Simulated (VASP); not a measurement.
## MoS2: single point with PBE

Crystal: MoS2.

```xyz
6
Lattice="3.1730 0.0000 0.0000 -1.5865 2.7479 0.0000 0.0000 0.0000 12.4359" Properties=species:S:1:pos:R:3 pbc="T T T"
Mo    0.0000    1.8319    3.1090
Mo    1.5865    0.9160    9.3269
S     1.5865    0.9160    4.6647
S     1.5865    0.9160    1.5532
S     0.0000    1.8319   10.8826
S     0.0000    1.8319    7.7712
```

- Program: VASP 6.6.1
- Task: single point
- Functional: PBE
- Potentials or basis: VASP PAW PBE potentials, release 64 (Mo_sv, S)
- Cutoff: 520 eV
- k mesh: 9 × 9 × 2
- Occupations: gaussian, width 0.01 eV
- Spin: no spin polarisation

* Pressure: 2.3 GPa
* Largest force: 0.098 eV/Å
* Band gap on the k mesh: 1.02 eV (least direct gap 1.64 eV)

Forces on the atoms (eV/Å):
```
Mo   0.000  0.000  0.000
Mo   0.000  0.000  0.000
S    0.000  0.000  0.098
S    0.000  0.000 -0.098
S    0.000  0.000  0.098
S    0.000  0.000 -0.098
```

Stress tensor (GPa, compression positive):
```
1.81 0.00 0.00
0.00 1.81 0.00
0.00 0.00 3.16
```

Levels at points of the mesh, in eV from the valence-band top:
```csv
k point,band 22,band 23,band 24,band 25,band 26,band 27,band 28,band 29,band 30,band 31
"(0.00, 0.00, 0.00)",-2.16,-2.16,-1.25,-1.08,0.00,2.11,2.11,2.14,2.14,2.31
"(0.00, 0.00, 0.50)",-2.18,-2.18,-2.18,-0.27,-0.27,2.12,2.12,2.12,2.12,2.39
```

It took 58 s on 1 thread of AMD EPYC 9R45 (Zen 5), with other jobs on the host, peak memory 0.22 GiB.

Caveat: this functional lacks dispersion, which binds layers or chains, so the pressure and a relaxed spacing across them are unreliable. A k mesh can miss the band edges.
